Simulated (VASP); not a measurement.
# YSi2Ru2 (I4/mmm) in VASP: single point with LDA

Aim: the single point of YSi2Ru2 with LDA.

Everything below comes from runs of VASP 6.6.1. Logs are shortened: lines on timing, memory, paths and dates and some standing lists are left out, and cuts for length are marked.

## 1. The cell of the first run

The structure is tetragonal, space group I4/mmm (No. 139). Conventional cell: a = 4.107 Å, b = 4.107 Å, c = 9.442 Å, α = 90.00°, β = 90.00°, γ = 90.00°. Within 4.1 Å of Y (site symmetry 4/mmm) lie 8 Ru at 3.13 Å and 10 Si at 3.16 to 3.48 Å. Within 3.1 Å of Si (site symmetry 4mm) lie 4 Ru at 2.34 Å and 1 Si at 2.47 Å. Within 3.1 Å of Ru (site symmetry -4m2) lie 4 Si at 2.34 Å and 4 Ru at 2.90 Å.

## 2. Single point, LDA

INCAR reads:

```
  PREC = Accurate
  ENCUT = 520
  EDIFF = 1E-7
  ISMEAR = -1
  SIGMA = 0.1
  LREAL = F
  LASPH = T
  NELM = 80
  ALGO = Normal
  ISIF = 2
  LWAVE = F
  LCHARG = F
  NBANDS = 32
```

KPOINTS reads:

```
Automatic mesh
0
Gamma
  10 10 10
```

POSCAR reads:

```
YSi2Ru2
1.0
   -2.0536714030      2.0536714030      4.7211897454
    2.0536714030     -2.0536714030      4.7211897454
    2.0536714030      2.0536714030     -4.7211897454
Y Si Ru
1 2 2
Direct
    0.0000000000      0.0000000000      0.0000000000
    0.3689905419      0.3689905419      0.0000000000
    0.6310094581      0.6310094581      0.0000000000
    0.7500000000      0.2500000000      0.5000000000
    0.2500000000      0.7500000000      0.5000000000
```

Potentials or basis: VASP PAW LDA potentials, release 64 (Y_sv, Si, Ru_pv).

The run is started by

```bash
$ cat potpaw_LDA.64/Y_sv/POTCAR potpaw_LDA.64/Si/POTCAR potpaw_LDA.64/Ru_pv/POTCAR > POTCAR
$ mpirun -np 1 vasp_std > vasp.out
```

OUTCAR:

```text
PREC = Accurate
   ENCUT = 520
   EDIFF = 1E-7
   ISMEAR = -1
   LREAL = F
   LASPH = T
   NELM = 80
   ISIF = 2

 ion  position               nearest neighbor table
   1  0.000  0.000  0.000-   4 3.13   5 3.13   4 3.13   5 3.13   4 3.13   5 3.13   4 3.13   5 3.13
                             3 3.16   3 3.16   2 3.16   2 3.16   3 3.16   2 3.16   3 3.16   2 3.16
   2  0.369  0.369  0.000-   4 2.34   5 2.34   5 2.34   4 2.34   3 2.47   1 3.16   1 3.16   1 3.16
                             1 3.16   1 3.48
   3  0.631  0.631  0.000-   5 2.34   4 2.34   4 2.34   5 2.34   2 2.47   1 3.16   1 3.16   1 3.16
                             1 3.16   1 3.48
   4  0.750  0.250  0.500-   2 2.34   3 2.34   2 2.34   3 2.34   5 2.90   5 2.90   5 2.90   5 2.90
                             1 3.13   1 3.13   1 3.13   1 3.13
   5  0.250  0.750  0.500-   2 2.34   3 2.34   2 2.34   3 2.34   4 2.90   4 2.90   4 2.90   4 2.90
                             1 3.13   1 3.13   1 3.13   1 3.13

  LATTYP: Found a body centered tetragonal cell.
 ALAT       =     4.1073428060
 C/A-ratio  =     2.2989022190

  Lattice vectors:

 A1 = (  -2.0536714030,   2.0536714030,   4.7211897454)
 A2 = (   2.0536714030,  -2.0536714030,   4.7211897454)
 A3 = (   2.0536714030,   2.0536714030,  -4.7211897454)

Analysis of symmetry for initial positions (statically):
=====================================================================
 Subroutine PRICEL returns:
 Original cell was already a primitive cell.

 Routine SETGRP: Setting up the symmetry group for a
 body centered tetragonal supercell.

 Subroutine GETGRP returns: Found 16 space group operations
 (whereof 16 operations were pure point group operations)
 out of a pool of 16 trial point group operations.

The static configuration has the point symmetry D_4h.

Analysis of symmetry for dynamics (positions and initial velocities):
=====================================================================
 Subroutine PRICEL returns:
 Original cell was already a primitive cell.

 Routine SETGRP: Setting up the symmetry group for a
 body centered tetragonal supercell.

 Subroutine GETGRP returns: Found 16 space group operations
 (whereof 16 operations were pure point group operations)
 out of a pool of 16 trial point group operations.

The dynamic configuration has the point symmetry D_4h.

 Subroutine INISYM returns: Found 16 space group operations
 (whereof 16 operations are pure point group operations),
 and found     1 'primitive' translations

----------------------------------------------------------------------------------------

                                     Primitive cell

  volume of cell :      79.6477

  direct lattice vectors                    reciprocal lattice vectors
    -2.053671403  2.053671403  4.721189745     0.000000000  0.243466408  0.105905508
     2.053671403 -2.053671403  4.721189745     0.243466408  0.000000000  0.105905508
     2.053671403  2.053671403 -4.721189745     0.243466408  0.243466408  0.000000000

  length of vectors
     5.542992430  5.542992430  5.542992430     0.265503048  0.265503048  0.344313496

  position of ions in fractional coordinates (direct lattice)
     0.000000000  0.000000000  0.000000000
     0.368990542  0.368990542  0.000000000
     0.631009458  0.631009458  0.000000000
     0.750000000  0.250000000  0.500000000
     0.250000000  0.750000000  0.500000000

  ion indices of the primitive-cell ions
   primitive index   ion index
                 1           1
                 2           2
                 3           3
                 4           4
                 5           5

----------------------------------------------------------------------------------------

 KPOINTS: Automatic mesh

Automatic generation of k-mesh.
 Grid dimensions read from file:
 generate k-points for:   10   10   10

 Generating k-lattice:

  Cartesian coordinates                     Fractional coordinates (reciprocal lattice)
     0.000000000  0.024346641  0.010590551     0.100000000  0.000000000  0.000000000
     0.024346641  0.000000000  0.010590551     0.000000000  0.100000000  0.000000000
     0.024346641  0.024346641  0.000000000     0.000000000  0.000000000  0.100000000

  Length of vectors
     0.026550305  0.026550305  0.034431350

  Shift w.r.t. Gamma in fractional coordinates (k-lattice)
     0.000000000  0.000000000  0.000000000

 Subroutine IBZKPT returns following result:
 ===========================================

 Found    102 irreducible k-points:

 Following reciprocal coordinates:
            Coordinates               Weight
  0.000000  0.000000  0.000000      1.000000
  0.100000 -0.000000  0.000000      8.000000
  0.200000 -0.000000  0.000000      8.000000
  0.300000  0.000000  0.000000      8.000000
  0.400000 -0.000000  0.000000      8.000000
  0.500000 -0.000000  0.000000      4.000000
[... 16 lines left out ...]
  0.300000  0.300000  0.000000      8.000000
  0.400000  0.300000  0.000000     16.000000
 [... further k-points ...]
   k-points           NKPTS =    102   k-points in BZ     NKDIM =    102   number of bands    NBANDS=     32
   number of dos      NEDOS =    301   number of ions     NIONS =      5
   total plane-waves  NPLWV =  74088
   dimension x,y,z NGX =    42 NGY =   42 NGZ =   42
   dimension x,y,z NGXF=    84 NGYF=   84 NGZF=   84
   ions per type =               1   2   2
   NGX,Y,Z   is equivalent  to a cutoff of  12.60, 12.60, 12.60 a.u.
   NGXF,Y,Z  is equivalent  to a cutoff of  25.19, 25.19, 25.19 a.u.
 SYSTEM =  unknown system
   PREC   = accura    normal or accurate (medium, high low for compatibility)
   ISTART =      0    job   : 0-new  1-cont  2-samecut
   ICHARG =      2    charge: 1-file 2-atom 10-const
   ISPIN  =      1    spin polarized calculation?
   LNONCOLLINEAR =      F non collinear calculations
   LSORBIT =      F    spin-orbit coupling
   LASPH  =      T    aspherical Exc in radial PAW
   ENCUT  =  520.0 eV  38.22 Ry    6.18 a.u.  10.31 10.31 10.31*2*pi/ulx,y,z
   NELM   =     80;   NELMIN=  2; NELMDL= -5     # of ELM steps
   EDIFF  = 0.1E-06   stopping-criterion for ELM
   LREAL  =      F    real-space projection
   EDIFFG = 0.1E-05   stopping-criterion for IOM
   NSW    =      0    number of steps for IOM
   IBRION =     -1    ionic relax: 0-MD 1-quasi-New 2-CG
   NFREE  =      0    steps in history (QN), initial steepest desc. (CG)
   ISIF   =      2    stress and relaxation
   ISYM   =      2    0-nonsym 1-usesym 2-fastsym
   POTIM  = 0.5000    time-step for ionic-motion
   TEBEG  =    0.0;   TEEND  =   0.0 temperature during run
   PSTRESS=    0.0 pullay stress
   NELECT =      47.0000    total number of electrons
   NUPDOWN=      -1.0000    fix difference up-down
   EMIN   =  10.00;   EMAX   =-10.00  energy-range for DOS
   EFERMI =   0.00;   METHOD = LEGACY
   ISMEAR =    -1;   SIGMA  =   0.10  broadening in eV -4-tet -1-fermi 0-gaus
   EFERMI_NEDOS =   21; number of points for ismear=-14 and -15
   IALGO  =     38    algorithm
   IMIX   =      4    mixing-type and parameters
     AMIX     =   0.40;   BMIX     =  1.00
     AMIX_MAG =   1.60;   BMIX_MAG =  1.00
  volume/ion in A,a.u.               =      15.93       107.50
  Fermi-wavevector in a.u.,A,eV,Ry     =   1.373145  2.594867 25.654147  1.885527
  Thomas-Fermi vector in A             =   2.498688
   LORBIT       =      0    0 simple, 1 ext, 2 COOP (PROOUT), +10 PAW based schemes
   GGA     = CA    functional components
   LHFCALC =     F    Hartree Fock is set to
   AEXX    =    0.0000 exact exchange contribution
   IVDW    =     0    specifies the selected vdW correction
   LEPSILON=     F    determine dielectric tensor
   LRPA    =     F    only Hartree local field effects (RPA)
 non-spin polarized calculation
  energy-cutoff  :      520.00
  volume of cell :       79.65
 maximum number of plane-waves:      2160
 NGX is ok and might be reduce to    42
   NGX = 21   NGY = 21   NGZ = 21

 number of electron      46.9999998 magnetization

 Free energy of the ion-electron system (eV)
  ---------------------------------------------------
  ext. energy  EPLUGINS =         0.00000000
  ---------------------------------------------------
  free energy    TOTEN  =       -44.98165378 eV

  energy without entropy =      -44.89944621  energy(sigma->0) =      -44.94055000

 E-fermi :   8.7786     XC(G=0): -12.1632

 val. band max:        8.7625002360   @ k =   0.2000   0.2000   0.2000
 cond. band min:       8.7944726305   @ k =   0.4000   0.2000   0.0000
 fundamental gap:      0.0319723946
 Fermi energy:         8.7786143737

 k-point     1 :       0.0000    0.0000    0.0000
  band No.  band energies     occupation
      1     -33.3315      2.00000
      2     -33.3315      2.00000
      3     -33.1543      2.00000
      4     -33.0940      2.00000
      5     -33.0775      2.00000
      6     -33.0775      2.00000
[... 24 lines left out ...]
     31      13.9760      0.00000
     32      15.2910      0.00000

 k-point     2 :       0.1000   -0.0000    0.0000
  band No.  band energies     occupation
      1     -33.3260      2.00000
      2     -33.3254      2.00000
      3     -33.1624      2.00000
      4     -33.0895      2.00000
      5     -33.0838      2.00000
      6     -33.0789      2.00000
[... 24 lines left out ...]
     31      14.1985      0.00000
     32      14.6195      0.00000

 k-point     3 :       0.2000   -0.0000    0.0000
  band No.  band energies     occupation
      1     -33.3105      2.00000
      2     -33.3075      2.00000
      3     -33.1783      2.00000
      4     -33.1021      2.00000
      5     -33.0990      2.00000
      6     -33.0686      2.00000
[... 24 lines left out ...]
     31      14.2695      0.00000
     32      14.9431      0.00000

 k-point     4 :       0.3000    0.0000    0.0000
  band No.  band energies     occupation
      1     -33.2873      2.00000
      2     -33.2797      2.00000
      3     -33.1936      2.00000
      4     -33.1305      2.00000
      5     -33.1187      2.00000
      6     -33.0608      2.00000
[... 654 lines left out ...]
     31      14.4614      0.00000
     32      14.7845      0.00000

 k-point    23 :       0.3000    0.3000    0.0000
  band No.  band energies     occupation
      1     -33.3685      2.00000
      2     -33.2792      2.00000
      3     -33.1629      2.00000
      4     -33.1490      2.00000
      5     -33.0602      2.00000
      6     -33.0505      2.00000
[... 24 lines left out ...]
     31      14.4972      0.00000
     32      14.8602      0.00000

 k-point    24 :       0.4000    0.3000    0.0000
  band No.  band energies     occupation
      1     -33.3716      2.00000
      2     -33.3137      2.00000
      3     -33.1542      2.00000
      4     -33.1101      2.00000
      5     -33.0636      2.00000
      6     -33.0558      2.00000
[... 24 lines left out ...]
     31      14.4004      0.00000
     32      14.6567      0.00000

 [... further k-points ...]
[... 5 lines left out ...]
  --------------------------------------------------------------------------------------
  -------------------------------------------------------------------------------------
  Total        0.2599334      0.2599334      0.1401540      0.0000000     -0.0000000     -0.0000000
  in kB        5.2287679      5.2287679      2.8193089      0.0000000     -0.0000000     -0.0000000
  external PRESSURE =       4.4256149 kB  Pullay stress =       0.0000000 kB

 VOLUME and BASIS-vectors are now :
 -----------------------------------------------------------------------------
  energy-cutoff  :      520.00
  volume of cell :       79.65
      direct lattice vectors                 reciprocal lattice vectors
    -2.053671403  2.053671403  4.721189745     0.000000000  0.243466408  0.105905508
     2.053671403 -2.053671403  4.721189745     0.243466408  0.000000000  0.105905508
     2.053671403  2.053671403 -4.721189745     0.243466408  0.243466408  0.000000000

 POSITION                                       TOTAL-FORCE (eV/Angst)
 -----------------------------------------------------------------------------------
      0.00000      0.00000      0.00000         0.000000      0.000000     -0.000000
      0.00000      0.00000      3.48415        -0.000000     -0.000000      0.054272
      0.00000      0.00000      5.95823        -0.000000     -0.000000     -0.054272
      0.00000      2.05367      2.36059         0.000000      0.000000     -0.000000
      2.05367      0.00000      2.36059         0.000000      0.000000     -0.000000
 -----------------------------------------------------------------------------------
    total drift:                               -0.000000     -0.000000      0.000000

  FREE ENERGIE OF THE ION-ELECTRON SYSTEM (eV)
  ---------------------------------------------------
  free  energy   TOTEN  =       -44.9816537794 eV

  energy  without entropy=      -44.8994462109  energy(sigma->0) =      -44.94055000
```

Run time: 8.1 min. Hardware: 1 thread of Oxide Virtual Turin-like, shared host; peak memory 0.37 GiB.

Results:

| Property | Result |
| --- | --- |
| Free energy | -44.9817 eV |
| Pressure | 0.4 GPa |
| Largest force | 0.054 eV/Å |

Forces on the atoms (eV/Å):
```
Y    0.000  0.000  0.000
Si   0.000  0.000  0.054
Si   0.000  0.000 -0.054
Ru   0.000  0.000  0.000
Ru   0.000  0.000  0.000
```
